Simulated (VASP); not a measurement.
# PbS (rocksalt type) (Fm-3m) in VASP: notebook, part 2 of 2

VASP 6.6.1. Earlier steps stand in the parts before.

**3. Single point, PBEsol (16.45 Å³/atom)**

This run uses another cell than the first one, of 16.45 Å³/atom.

The input, INCAR:

```
ALGO = Normal
EDIFF = 1E-7
ENCUT = 520
GGA = PS
ISIF = 2
ISMEAR = -1
LASPH = T
LCHARG = F
LREAL = F
LWAVE = F
NBANDS = 17
NELM = 60
PREC = Accurate
SIGMA = 0.1
```

The input, KPOINTS:

```
k-points
0
Gamma
  14 14 14
```

The input, POSCAR:

```
PbS
1.0
    0.0000000000      2.5433374289      2.5433374289
    2.5433374289      0.0000000000      2.5433374289
    2.5433374289      2.5433374289      0.0000000000
Pb S
1 1
Direct
    0.0000000000      0.0000000000      0.0000000000
    0.5000000000      0.5000000000      0.5000000000
```

Potentials or basis: VASP PAW PBE potentials, release 64 (Pb_d, S).

Command:

```bash
> cat potpaw_PBE.64/Pb_d/POTCAR potpaw_PBE.64/S/POTCAR > POTCAR
> mpirun -np 1 vasp_std > vasp.out
```

OUTCAR:

```text
EDIFF = 1E-7
   ENCUT = 520
   GGA = PS
   ISIF = 2
   ISMEAR = -1
   LASPH = T
   LREAL = F
   NELM = 60
   PREC = Accurate

 ion  position               nearest neighbor table
   1  0.000  0.000  0.000-   2 2.54   2 2.54   2 2.54   2 2.54   2 2.54   2 2.54
   2  0.500  0.500  0.500-   1 2.54   1 2.54   1 2.54   1 2.54   1 2.54   1 2.54

  LATTYP: Found a face centered cubic cell.
 ALAT       =     5.0866748578

  Lattice vectors:

[... 663 lines left out ...]

 [... further k-points ...]

------------------------ aborting loop because EDIFF is reached ----------------------------------------

  FORCE on cell =-STRESS in cart. coord.  units (eV):
  Direction    XX          YY          ZZ          XY          YZ          ZX
  --------------------------------------------------------------------------------------
  -------------------------------------------------------------------------------------
  Total       13.7540072     13.7540072     13.7540072      0.0000000      0.0000000      0.0000000
  in kB      669.7271202    669.7271202    669.7271202      0.0000000      0.0000000      0.0000000
  external PRESSURE =     669.7271202 kB  Pullay stress =       0.0000000 kB

 VOLUME and BASIS-vectors are now :
 -----------------------------------------------------------------------------
  energy-cutoff  :      520.00
  volume of cell :       32.90
      direct lattice vectors                 reciprocal lattice vectors
     0.000000000  2.543337429  2.543337429    -0.196592082  0.196592082  0.196592082
     2.543337429  0.000000000  2.543337429     0.196592082 -0.196592082  0.196592082
     2.543337429  2.543337429  0.000000000     0.196592082  0.196592082 -0.196592082

 POSITION                                       TOTAL-FORCE (eV/Angst)
 -----------------------------------------------------------------------------------
      0.00000      0.00000      0.00000         0.000000      0.000000     -0.000000
      2.54334      2.54334      2.54334        -0.000000      0.000000      0.000000
 -----------------------------------------------------------------------------------
    total drift:                               -0.000000      0.000000      0.000000

  FREE ENERGIE OF THE ION-ELECTRON SYSTEM (eV)
  ---------------------------------------------------
  free  energy   TOTEN  =        -6.7971053139 eV

  energy  without entropy=       -6.7866932556  energy(sigma->0) =       -6.79189928
```

stdout:

```text
POSCAR found type information on POSCAR PbS
 POSCAR found :  2 types and       2 ions
 scaLAPACK will be used
 -----------------------------------------------------------------------------
|                                                                             |
|                                                                             |
|     You enforced a specific xc type in the INCAR file but a different       |
|     I HOPE YOU KNOW WHAT YOU ARE DOING!                                     |
|                                                                             |
 -----------------------------------------------------------------------------

 LDA part: xc-table for (Slater+PW92), standard interpolation
 POSCAR, INCAR and KPOINTS ok, starting setup
 FFT: planning ... GRIDC
 FFT: planning ... GRID_SOFT
 FFT: planning ... GRID
 WAVECAR not read
 entering main loop
```

Wall time 41 s (1 thread of Intel Xeon Platinum 8488C (Sapphire Rapids), shared host); peak memory 0.19 GiB.

What came out:

* Free energy: -6.7971 eV
* Pressure: 67.0 GPa
* Band gap on the k mesh: zero (bands 10 and 11 overlap by 0.31 eV)

Caveat: the cell stands under pressure; semilocal functionals underestimate gaps, so a narrow gap can read as zero; the PAW data sets were made with another functional, which shifts forces and pressure a little; spin-orbit coupling is left out, which moves the levels of the heavy elements.

**4. Single point, PBEsol (18.51 Å³/atom)**

This run uses another cell than the first one, of 18.51 Å³/atom.

The input, INCAR:

```
ALGO = Normal ; EDIFF = 1E-7
ENCUT = 520 ; GGA = PS
ISIF = 2 ; ISMEAR = -1
LASPH = True ; LCHARG = True
LELF = True ; LREAL = False
LVHAR = True ; LWAVE = False
NBANDS = 17 ; NELM = 80
PREC = Accurate ; SIGMA = 0.1
```

KPOINTS is that of step 3.

The input, POSCAR:

```
PbS
1.0
    0.0000000000      2.6451775212      2.6451775212
    2.6451775212      0.0000000000      2.6451775212
    2.6451775212      2.6451775212      0.0000000000
Pb S
1 1
Direct
    0.0000000000      0.0000000000      0.0000000000
    0.5000000000      0.5000000000      0.5000000000
```

Potentials or basis: VASP PAW PBE potentials, release 64 (Pb_d, S).

Command:

```bash
> cat potpaw_PBE.64/Pb_d/POTCAR potpaw_PBE.64/S/POTCAR > POTCAR
> mpirun -np 1 vasp_std > vasp.out
```

OUTCAR:

```text
EDIFF = 1E-7
   ENCUT = 520
   GGA = PS
   ISIF = 2
   ISMEAR = -1
   LASPH = True
   LREAL = False
   NELM = 80
   PREC = Accurate

 ion  position               nearest neighbor table
   1  0.000  0.000  0.000-   2 2.65   2 2.65   2 2.65   2 2.65   2 2.65   2 2.65
   2  0.500  0.500  0.500-   1 2.65   1 2.65   1 2.65   1 2.65   1 2.65   1 2.65

  LATTYP: Found a face centered cubic cell.
 ALAT       =     5.2903550424

  Lattice vectors:

[... 665 lines left out ...]

------------------------ aborting loop because EDIFF is reached ----------------------------------------

  FORCE on cell =-STRESS in cart. coord.  units (eV):
  Direction    XX          YY          ZZ          XY          YZ          ZX
  --------------------------------------------------------------------------------------
  -------------------------------------------------------------------------------------
  Total        8.9862619      8.9862619      8.9862619     -0.0000000     -0.0000000     -0.0000000
  in kB      388.9512631    388.9512631    388.9512631     -0.0000000     -0.0000000     -0.0000000
  external PRESSURE =     388.9512631 kB  Pullay stress =       0.0000000 kB

 VOLUME and BASIS-vectors are now :
 -----------------------------------------------------------------------------
  energy-cutoff  :      520.00
  volume of cell :       37.02
      direct lattice vectors                 reciprocal lattice vectors
     0.000000000  2.645177521  2.645177521    -0.189023230  0.189023230  0.189023230
     2.645177521  0.000000000  2.645177521     0.189023230 -0.189023230  0.189023230
     2.645177521  2.645177521  0.000000000     0.189023230  0.189023230 -0.189023230

 POSITION                                       TOTAL-FORCE (eV/Angst)
 -----------------------------------------------------------------------------------
      0.00000      0.00000      0.00000         0.000000     -0.000000     -0.000000
      2.64518      2.64518      2.64518         0.000000      0.000000      0.000000
 -----------------------------------------------------------------------------------
    total drift:                               -0.000000      0.000000      0.000000

  FREE ENERGIE OF THE ION-ELECTRON SYSTEM (eV)
  ---------------------------------------------------
  free  energy   TOTEN  =        -8.1289803903 eV

  energy  without entropy=       -8.1215574840  energy(sigma->0) =       -8.12526894
```

stdout:

```text
POSCAR found type information on POSCAR PbS
 POSCAR found :  2 types and       2 ions
 scaLAPACK will be used
 -----------------------------------------------------------------------------
|                                                                             |
|                                                                             |
|     You enforced a specific xc type in the INCAR file but a different       |
|     I HOPE YOU KNOW WHAT YOU ARE DOING!                                     |
|                                                                             |
 -----------------------------------------------------------------------------

 LDA part: xc-table for (Slater+PW92), standard interpolation
 POSCAR, INCAR and KPOINTS ok, starting setup
 FFT: planning ... GRIDC
 FFT: planning ... GRID_SOFT
 FFT: planning ... GRID
 WAVECAR not read
 entering main loop
```

Run time: 44 s. Hardware: 1 thread of Intel Xeon Platinum 8488C (Sapphire Rapids), shared host; peak memory 0.2 GiB.

What came out:

```yaml
Free_energy: -8.1290 eV
Pressure: 38.9 GPa
Band_gap_on_the_k_mesh: 0.17 eV (least direct gap 0.27 eV)
```

Caveat: the cell stands under pressure; the PAW data sets were made with another functional, which shifts forces and pressure a little; spin-orbit coupling is left out, which moves the levels of the heavy elements. A k mesh can miss the band edges.

**5. Overview**

```tsv
cell	gap on the mesh (eV)	pressure (GPa)
a = 3.420 Å, angles 60.0°, 2 atoms	none	121.5
a = 3.597 Å, angles 60.0°, 2 atoms	none	67.0
a = 3.741 Å, angles 60.0°, 2 atoms	0.17	38.9
```

Alike in all rows: task single point; level PBEsol; potentials or basis VASP PAW PBE potentials, release 64 (Pb_d, S); no spin polarisation; k mesh 14 × 14 × 14; cutoff (eV) 520; smearing fermi-dirac 0.1 eV.

Caveats: the cell stands under pressure; the PAW data sets were made with another functional, which shifts forces and pressure a little; spin-orbit coupling is left out, which moves the levels of the heavy elements; semilocal functionals underestimate gaps, so a narrow gap can read as zero (at least some runs).

Absolute energies hang on the potentials; compare differences alone.
